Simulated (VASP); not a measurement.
Runs of VASP 6.6.1 on InTe4. The structure is that of space group P6/mmm (No. 191), or close to it. The cells are those of the table. The cell was generated, and may not be a known phase.

| task | cell | k mesh | cutoff (eV) | gap on the mesh (eV) | pressure (GPa) | relaxed volume (Å³/atom) |
| --- | --- | --- | --- | --- | --- | --- |
| single point | a = 5.838, b = 5.838, c = 5.346 Å, angles 90.0, 90.0, 120.0°, 5 atoms | 3 × 3 × 4 | 520 | none | (a) | - |
| single point | a = 6.427, b = 6.427, c = 5.946 Å, angles 90.0, 90.0, 120.0°, 5 atoms | 3 × 3 × 4 | 520 | none | 0.1 | - |
| relaxation of cell and atoms | relaxed from a = 6.427, b = 6.427, c = 5.946 Å, angles 90.0, 90.0, 120.0°, 5 atoms | 6 × 6 × 6 | 600 | none | 0.0 | 44.41 |
| single point | a = 6.449, b = 6.449, c = 6.173 Å, angles 90.0, 90.0, 120.0°, 5 atoms | 6 × 6 × 6 | 520 | none | 0.0 | - |
| relaxation of cell and atoms | relaxed from a = 5.838, b = 5.838, c = 5.346 Å, angles 90.0, 90.0, 120.0°, 5 atoms | 3 × 3 × 4 | 600 | none | 0.0 | 42.75 |

Alike in all rows: level PBE; potentials or basis VASP PAW PBE potentials, release 64 (In_d, Te); no spin polarisation; smearing gaussian 0.1 eV.

Fill in the values left out.

(a) 19.0.

Caveats: some runs use coarse meshes; spin-orbit coupling is left out, which moves the levels of the heavy elements; the volume moved by over 15 % at a fixed basis, so the end points are rough (at least some runs).

A k mesh can miss the band edges, and the runs leave out spin-orbit coupling on In, Te.

A gap of «none» marks levels without a gap at the run's occupations.
